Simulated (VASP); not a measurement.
Set up this calculation in VASP 6.6.1, as the native input.

```
Task                   : single point
Functional             : LDA
Potentials or basis    : VASP PAW LDA potentials, release 64 (Pt)
Cutoff                 : 520 eV
k mesh                 : 18 × 18 × 6
Occupations            : gaussian, width 0.15 eV
Spin                   : no spin polarisation
Dipole correction      : no
Further INCAR settings : ALGO = Fast; EDIFF = 1e-06; NBANDS = 28
```

The structure of Pt lies in POSCAR:

```
Pt
1.0
    2.7082945870      0.0000000000      0.0000000000
   -1.3541472935      2.3454519133      0.0000000000
    0.0000000000      0.0000000000      9.3530207388
Pt
4
Direct
    0.6075806962      0.3111627658      0.3750000000
    0.6075806962      0.3111627658      0.8750000000
    0.3924193038      0.6888372342      0.1250000000
    0.3924193038      0.6888372342      0.6250000000
```

This cell differs from its parent crystal: atoms displaced along a vibrational mode.

One way to write it, as run:

INCAR

```
SYSTEM = Pt
ALGO = Fast
EDIFF = 1E-6
ENCUT = 520
ISIF = 2
ISMEAR = 0
LASPH = .True.
LCHARG = .False.
LREAL = .False.
LWAVE = .False.
NBANDS = 28
NELM = 100
PREC = Accurate
SIGMA = 0.15
```

KPOINTS

```
k-points
0
Gamma
  18 18 6
  0 0 0
```

Potentials or basis: VASP PAW LDA potentials, release 64 (Pt).

The run is started by

```sh
$ cat potpaw_LDA.64/Pt/POTCAR > POTCAR
$ mpirun -np 1 vasp_std > vasp.out
```

It gave:

- Pressure: 1.3 GPa
- Largest force: 0.175 eV/Å
- Band gap on the k mesh: zero (bands 20 and 21 overlap by 1.53 eV)

Caveat: the cell differs from its parent crystal (atoms displaced along a vibrational mode); spin-orbit coupling is left out, which moves the levels of the heavy elements.

Run time: 8.7 min on 1 thread of Intel(R) Xeon(R) 6975P-C (Granite Rapids), with other jobs on the host, peak memory 0.79 GiB.
